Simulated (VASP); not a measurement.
# Ni in VASP: notebook

Ni is run at these levels: PBEsol; tasks: single point.

Program: VASP 6.6.1. These are calculated values, not measurements. Logs are shortened: lines on timing, memory, paths and dates and some standing lists are left out, and cuts for length are marked.

## (1) The cell of the first run

The cell holds a slab with vacuum, 5 atoms: a = 2.448 Å, b = 2.448 Å, c = 23.996 Å, α = 90.00°, β = 90.00°, γ = 120.00°.

## (2) Single point, PBEsol, collinear spin, ferromagnetic start

INCAR

```
SYSTEM = Ni
ALGO = Normal
DIPOL = 0.5 0.5 0.500
EDIFF = 1E-7
ENCUT = 520
GGA = PS
IDIPOL = 3
ISIF = 2
ISMEAR = -1
ISPIN = 2
LASPH = .True.
LCHARG = .False.
LDIPOL = .True.
LMAXMIX = 4
LORBIT = 11
LREAL = .False.
LWAVE = .False.
MAGMOM = 1 1 1 1 1
NBANDS = 37
NELM = 150
PREC = Accurate
SIGMA = 0.05
```

KPOINTS

```
k-points
0
Gamma
  15 15 1
  0 0 0
```

POSCAR

```
Ni
1.0
    2.4483042280      0.0000000000      0.0000000000
   -1.2241521140      2.1202936576      0.0000000000
    0.0000000000      0.0000000000     23.9961000000
Ni
5
Direct
    0.3333333333      0.1666666667      0.3344780356
    0.6666666667      0.8333333333      0.4166736624
    1.0000000000      0.5000000000      0.5000003244
    0.3333333333      0.1666666667      0.5833266220
    0.6666666667      0.8333333333      0.6655213553
```

Potentials or basis: VASP PAW PBE potentials, release 64 (Ni).

Command:

```bash
$ cat potpaw_PBE.64/Ni/POTCAR > POTCAR
$ mpirun -np 1 vasp_std > vasp.out
```

OUTCAR:

```text
SYSTEM = Ni
   EDIFF = 1E-7
   ENCUT = 520
   GGA = PS
   ISIF = 2
   ISMEAR = -1
   ISPIN = 2
   LASPH = .True.
   LORBIT = 11
   LREAL = .False.
   NELM = 150
   PREC = Accurate

 ion  position               nearest neighbor table
   1  0.333  0.167  0.334-   2 2.43   2 2.43   2 2.43
   2  0.667  0.833  0.417-   1 2.43   1 2.43   1 2.43   3 2.45   3 2.45   3 2.45
   3  0.000  0.500  0.500-   4 2.45   4 2.45   4 2.45   2 2.45   2 2.45   2 2.45
   4  0.333  0.167  0.583-   5 2.43   5 2.43   5 2.43   3 2.45   3 2.45   3 2.45
   5  0.667  0.833  0.666-   4 2.43   4 2.43   4 2.43

  LATTYP: Found a hexagonal cell.
 ALAT       =     2.4483042280
 C/A-ratio  =     9.8011103872

  Lattice vectors:

 A1 = (   2.4483042280,   0.0000000000,   0.0000000000)
 A2 = (  -1.2241521140,   2.1202936576,   0.0000000000)
 A3 = (   0.0000000000,   0.0000000000,  23.9961000000)

Analysis of symmetry for initial positions (statically):
=====================================================================
 Subroutine PRICEL returns:
 Original cell was already a primitive cell.

 Routine SETGRP: Setting up the symmetry group for a
 hexagonal supercell.

 Subroutine GETGRP returns: Found 12 space group operations
 (whereof  4 operations were pure point group operations)
 out of a pool of 24 trial point group operations.

The static configuration has the point symmetry C_2h.
 The point group associated with its full space group is D_3d.

Analysis of symmetry for dynamics (positions and initial velocities):
=====================================================================
 Subroutine PRICEL returns:
 Original cell was already a primitive cell.

 Routine SETGRP: Setting up the symmetry group for a
 hexagonal supercell.

 Subroutine GETGRP returns: Found 12 space group operations
 (whereof  4 operations were pure point group operations)
 out of a pool of 24 trial point group operations.

The dynamic configuration has the point symmetry C_2h.
 The point group associated with its full space group is D_3d.

Analysis of structural, dynamic, and magnetic symmetry:
=====================================================================
 Subroutine PRICEL returns:
 Original cell was already a primitive cell.

 Routine SETGRP: Setting up the symmetry group for a
 hexagonal supercell.

 Subroutine GETGRP returns: Found 12 space group operations
 (whereof  4 operations were pure point group operations)
 out of a pool of 24 trial point group operations.

The overall configuration has the point symmetry C_2h.
 The point group associated with its full space group is D_3d.

 Subroutine INISYM returns: Found 12 space group operations
 (whereof  4 operations are pure point group operations),
 and found     1 'primitive' translations

----------------------------------------------------------------------------------------

                                     Primitive cell

  volume of cell :     124.5667

  direct lattice vectors                    reciprocal lattice vectors
     2.448304228  0.000000000  0.000000000     0.408445972  0.235816392  0.000000000
    -1.224152114  2.120293658  0.000000000     0.000000000  0.471632784  0.000000000
     0.000000000  0.000000000 23.996100000     0.000000000  0.000000000  0.041673439

  length of vectors
     2.448304228  2.448304228 23.996100000     0.471632784  0.471632784  0.041673439

  position of ions in fractional coordinates (direct lattice)
     0.333333333  0.166666667  0.334478036
     0.666666667  0.833333333  0.416673662
     0.000000000  0.500000000  0.500000324
     0.333333333  0.166666667  0.583326622
     0.666666667  0.833333333  0.665521355

  ion indices of the primitive-cell ions
   primitive index   ion index
                 1           1
                 2           2
                 3           3
                 4           4
                 5           5

----------------------------------------------------------------------------------------

 KPOINTS: k-points

Automatic generation of k-mesh.
[... 45 lines left out ...]
  0.333333  0.200000  0.000000     12.000000
  0.400000  0.200000  0.000000      6.000000
 [... further k-points ...]
   k-points           NKPTS =     27   k-points in BZ     NKDIM =     27   number of bands    NBANDS=     37
   number of dos      NEDOS =    301   number of ions     NIONS =      5
   total plane-waves  NPLWV =  58320
   dimension x,y,z NGX =    18 NGY =   18 NGZ =  180
   dimension x,y,z NGXF=    36 NGYF=   36 NGZF=  360
   ions per type =               5
   NGX,Y,Z   is equivalent  to a cutoff of  12.22, 12.22, 12.47 a.u.
   NGXF,Y,Z  is equivalent  to a cutoff of  24.44, 24.44, 24.94 a.u.
 SYSTEM =  Ni
   PREC   = accura    normal or accurate (medium, high low for compatibility)
   ISTART =      0    job   : 0-new  1-cont  2-samecut
   ICHARG =      2    charge: 1-file 2-atom 10-const
   ISPIN  =      2    spin polarized calculation?
   LNONCOLLINEAR =      F non collinear calculations
   LSORBIT =      F    spin-orbit coupling
   LASPH  =      T    aspherical Exc in radial PAW
   ENCUT  =  520.0 eV  38.22 Ry    6.18 a.u.   4.55  4.55 44.62*2*pi/ulx,y,z
   NELM   =    150;   NELMIN=  2; NELMDL= -5     # of ELM steps
   EDIFF  = 0.1E-06   stopping-criterion for ELM
   LREAL  =      F    real-space projection
   EDIFFG = 0.1E-05   stopping-criterion for IOM
   NSW    =      0    number of steps for IOM
   IBRION =     -1    ionic relax: 0-MD 1-quasi-New 2-CG
   NFREE  =      0    steps in history (QN), initial steepest desc. (CG)
   ISIF   =      2    stress and relaxation
   ISYM   =      2    0-nonsym 1-usesym 2-fastsym
   POTIM  = 0.5000    time-step for ionic-motion
   TEBEG  =    0.0;   TEEND  =   0.0 temperature during run
   PSTRESS=    0.0 pullay stress
   NELECT =      50.0000    total number of electrons
   NUPDOWN=      -1.0000    fix difference up-down
   EMIN   =  10.00;   EMAX   =-10.00  energy-range for DOS
   EFERMI =   0.00;   METHOD = LEGACY
   ISMEAR =    -1;   SIGMA  =   0.05  broadening in eV -4-tet -1-fermi 0-gaus
   EFERMI_NEDOS =   21; number of points for ismear=-14 and -15
   IALGO  =     38    algorithm
   IMIX   =      4    mixing-type and parameters
     AMIX     =   0.40;   BMIX     =  1.00
     AMIX_MAG =   1.60;   BMIX_MAG =  1.00
  volume/ion in A,a.u.               =      24.91       168.12
  Fermi-wavevector in a.u.,A,eV,Ry     =   1.207621  2.282074 19.842050  1.458350
  Thomas-Fermi vector in A             =   2.343254
   LORBIT       =     11    0 simple, 1 ext, 2 COOP (PROOUT), +10 PAW based schemes
   GGA     = PS    functional components
   LHFCALC =     F    Hartree Fock is set to
   AEXX    =    0.0000 exact exchange contribution
   IVDW    =     0    specifies the selected vdW correction
   LEPSILON=     F    determine dielectric tensor
   LRPA    =     F    only Hartree local field effects (RPA)
 spin polarized calculation
  energy-cutoff  :      520.00
  volume of cell :      124.57
 maximum number of plane-waves:      3408
   NGX =  9   NGY =  9   NGZ = 89

 dipolmoment           0.000000      0.000000      0.000000 electrons x Angstroem

 number of electron      49.9999960 magnetization       3.3209427

 dipolmoment           0.000000      0.000000     -0.000000 electrons x Angstroem

 Free energy of the ion-electron system (eV)
  ---------------------------------------------------
  ext. energy  EPLUGINS =         0.00000000
  ---------------------------------------------------
  free energy    TOTEN  =       -29.23048089 eV

  energy without entropy =      -29.15962813  energy(sigma->0) =      -29.19505451

 E-fermi :   1.1371     XC(G=0):  -6.4864

 val. band max:        1.1280496948   @ k =   0.2000   0.1333   0.0000
 cond. band min:       1.1403034182   @ k =   0.3333   0.0667   0.0000
 fundamental gap:      0.0122537233
 Fermi energy:         1.1371379830

 spin component 1

 k-point     1 :       0.0000    0.0000    0.0000
  band No.  band energies     occupation
      1      -7.9601      1.00000
      2      -6.9956      1.00000
      3      -5.5916      1.00000
      4      -4.3714      1.00000
      5      -4.0193      1.00000
      6      -1.6597      1.00000
[... 949 lines left out ...]
     36      11.9474      0.00000
     37      11.9762      0.00000

 [... further k-points ...]

 spin component 2

 k-point     1 :       0.0000    0.0000    0.0000
  band No.  band energies     occupation
      1      -7.9682      1.00000
      2      -6.9975      1.00000
      3      -5.5620      1.00000
      4      -4.1897      1.00000
      5      -3.6352      1.00000
      6      -0.9780      1.00000
[... 949 lines left out ...]
     36      12.0897      0.00000
     37      12.1372      0.00000

 [... further k-points ...]

------------------------ aborting loop because EDIFF is reached ----------------------------------------

 vacuum level on the upper side and lower side of the slab       (xc-potential included)        -0.016        -0.016

  FORCE on cell =-STRESS in cart. coord.  units (eV):
  Direction    XX          YY          ZZ          XY          YZ          ZX
  --------------------------------------------------------------------------------------
  -------------------------------------------------------------------------------------
  Total       -1.5449190     -1.5449190     -0.0186099      0.0000000      0.0000000     -0.0000000
  in kB      -19.8707495    -19.8707495     -0.2393608      0.0000000      0.0000000     -0.0000000
  external PRESSURE =     -13.3269533 kB  Pullay stress =       0.0000000 kB

 VOLUME and BASIS-vectors are now :
 -----------------------------------------------------------------------------
  energy-cutoff  :      520.00
  volume of cell :      124.57
      direct lattice vectors                 reciprocal lattice vectors
     2.448304228  0.000000000  0.000000000     0.408445972  0.235816392  0.000000000
    -1.224152114  2.120293658  0.000000000     0.000000000  0.471632784  0.000000000
     0.000000000  0.000000000 23.996100000     0.000000000  0.000000000  0.041673439

 POSITION                                       TOTAL-FORCE (eV/Angst)
 -----------------------------------------------------------------------------------
      0.61208      0.35338      8.02617        -0.000000     -0.000000      0.000218
      0.61208      1.76691      9.99854        -0.000000     -0.000000      0.003696
     -0.61208      1.06015     11.99806         0.000000      0.000000      0.000000
      0.61208      0.35338     13.99756         0.000000      0.000000     -0.003696
      0.61208      1.76691     15.96992         0.000000     -0.000000     -0.000218
 -----------------------------------------------------------------------------------
    total drift:                               -0.000000     -0.000000     -0.000200

  FREE ENERGIE OF THE ION-ELECTRON SYSTEM (eV)
  ---------------------------------------------------
  free  energy   TOTEN  =       -29.2304808913 eV

  energy  without entropy=      -29.1596281326  energy(sigma->0) =      -29.19505451

 vacuum level on the upper side and lower side of the slab         6.323         6.323

 total charge

# of ion       s       p       d       tot
------------------------------------------
    1        0.513   0.424   8.319   9.256
    2        0.520   0.550   8.337   9.407
    3        0.523   0.545   8.333   9.402
    4        0.520   0.550   8.337   9.407
    5        0.513   0.424   8.319   9.256
--------------------------------------------------
tot          2.589   2.493  41.644  46.727

 magnetization (x)

# of ion       s       p       d       tot
------------------------------------------
    1       -0.004  -0.023   0.707   0.680
    2       -0.006  -0.025   0.711   0.679
    3       -0.006  -0.026   0.678   0.646
    4       -0.006  -0.025   0.711   0.679
    5       -0.004  -0.023   0.707   0.680
--------------------------------------------------
tot         -0.028  -0.123   3.515   3.364
```

Run time: 12 min. Hardware: 1 thread of Intel Xeon 6975P-C, shared host; peak memory 0.38 GiB.

What came out:

```yaml
Free_energy: -29.2305 eV
Largest_force: 0.004 eV/Å
Net_moment: 3.32 μB per cell
Site_moments: Ni +0.68, +0.65 μB
Valence_electrons_inside_the_program's_atomic_spheres: Ni 9.26, 9.41, 9.40
```

Forces on the atoms (eV/Å):
```
Ni   0.000  0.000  0.000
Ni   0.000  0.000  0.004
Ni   0.000  0.000  0.000
Ni   0.000  0.000 -0.004
Ni   0.000  0.000  0.000
```

Caveat: the PAW data sets were made with another functional, which shifts forces and pressure a little.

## (3) Single point, PBEsol, collinear spin, ferromagnetic start

INCAR

```
ALGO     = Normal         # electronic algorithm
DIPOL    = 0.5 0.5 0.500
EDIFF    = 1E-7           # SCF threshold, eV
ENCUT    = 520            # plane-wave cutoff, eV
GGA      = PS             # functional
IDIPOL   = 3            
ISIF     = 2              # what is computed and relaxed
ISMEAR   = -1             # smearing method
ISPIN    = 2              # spin polarisation
LASPH    = True           # aspherical terms in the spheres
LCHARG   = False          # write CHGCAR
LDIPOL   = True         
LMAXMIX  = 4              # l up to which the mixer works
LORBIT   = 11             # projections on sites
LREAL    = False          # projectors in reciprocal space
LWAVE    = False          # write WAVECAR
MAGMOM   = 1 1 1 1 1      # initial moments
NBANDS   = 37             # bands
NELM     = 150            # most SCF steps
PREC     = Accurate       # precision mode
SIGMA    = 0.05           # smearing width, eV
```

KPOINTS

```
k-points
0
Gamma
  15 15 1
```

POSCAR is that of step 2.

Potentials or basis: VASP PAW PBE potentials, release 64 (Ni).

Command:

```bash
$ cat potpaw_PBE.64/Ni/POTCAR > POTCAR
$ mpirun -np 1 vasp_std > vasp.out
```

Run time: 12 min. Hardware: 1 thread of Intel Xeon 6975P-C, shared host; peak memory 0.38 GiB.

It converged, with:

* Free energy: -29.2305 eV
* Largest force: 0.004 eV/Å
* Net moment: 3.32 μB per cell
* Site moments: Ni +0.68, +0.65 μB
* Valence electrons inside the program's atomic spheres: Ni 9.26, 9.41, 9.40

Forces in eV/Å, atoms in the order of the input:
```
Ni   0.000  0.000  0.000
Ni   0.000  0.000  0.004
Ni   0.000  0.000  0.000
Ni   0.000  0.000 -0.004
Ni   0.000  0.000  0.000
```

Levels at points of the mesh, in eV from the Fermi level:
Spin up:
```csv
k point,band 24,band 25,band 26,band 27,band 28,band 29,band 30,band 31
"(0.00, 0.00, 0.00)",-1.06,-1.06,-0.74,-0.74,-0.62,-0.62,-0.50,0.14
```
Spin down:
```tsv
k point	band 18	band 19	band 20	band 21	band 22	band 23	band 24	band 25	band 26	band 27
(0.00, 0.00, 0.00)	-1.47	-1.47	-0.70	-0.70	-0.61	-0.61	-0.36	-0.36	-0.36	0.01
```

Caveat: the PAW data sets were made with another functional, which shifts forces and pressure a little.
